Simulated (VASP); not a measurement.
Crystal: Al5H.

```xyz
6
Lattice="5.0442 0.0000 0.0000 -2.5221 4.3684 0.0000 0.0000 0.0000 4.0269" Properties=species:S:1:pos:R:3 pbc="T T T"
Al   -1.2610    2.1842    2.0135
Al    0.0000    2.9122    0.0000
Al    2.5221    1.4561    0.0000
Al    2.5221    0.0000    2.0135
Al    1.2610    2.1842    2.0135
H     0.0000    0.0000    0.0000
```

```yaml
Program: VASP 6.6.1
Task: relaxation of cell and atoms
Functional: PBE
Potentials_or_basis: VASP PAW PBE potentials, release 64 (Al, H)
Cutoff: 600 eV
k_mesh: 6 × 6 × 4
Occupations: gaussian, width 0.1 eV
Spin: no spin polarisation
```

At the start: pressure 22.7 GPa; volume 14.79 Å³/atom.

Task: Where does the relaxation end?

Result: Over 7 steps the energy falls by 255.5 meV/atom and the volume is 18.41 Å³/atom (+24.5 %); space group P6/mmm (No. 191, to 0.05 Å).

Step by step:
| step | energy change (eV) | largest force (eV/Å) | pressure (GPa) | volume (Å³) |
| --- | --- | --- | --- | --- |
| 1 | 0.0000 | 0.0000 | 22.69 | 88.73 |
| 2 | -1.4548 | 0.0000 | -3.17 | 118.13 |
| 3 | -1.5197 | 0.0000 | -0.02 | 110.77 |
| 4 | -1.5203 | 0.0000 | -0.30 | 111.38 |
| 5 | -1.5200 | 0.0000 | -0.52 | 111.86 |
| 6 | -1.5281 | 0.0000 | -0.22 | 111.25 |
| 7 | -1.5331 | 0.0000 | 0.10 | 110.45 |

Final structure:
```yaml
crystal:
  lattice:
    - [5.25832, 0.00000, 0.00000]
    - [-2.62916, 4.55384, 0.00000]
    - [0.00000, 0.00000, 4.61242]
  atoms:
    - { symbol: Al, position: [0.00000, 0.50000, 0.50000] }
    - { symbol: Al, position: [0.33333, 0.66667, 0.00000] }
    - { symbol: Al, position: [0.66667, 0.33333, 0.00000] }
    - { symbol: Al, position: [0.50000, 0.00000, 0.50000] }
    - { symbol: Al, position: [0.50000, 0.50000, 0.50000] }
    - { symbol: H, position: [0.00000, 0.00000, 0.00000] }
```

Caveat: the k points lie up to 0.34 Å⁻¹ apart in the final cell; the volume moved by over 15 % at a fixed basis, so the end points are rough.
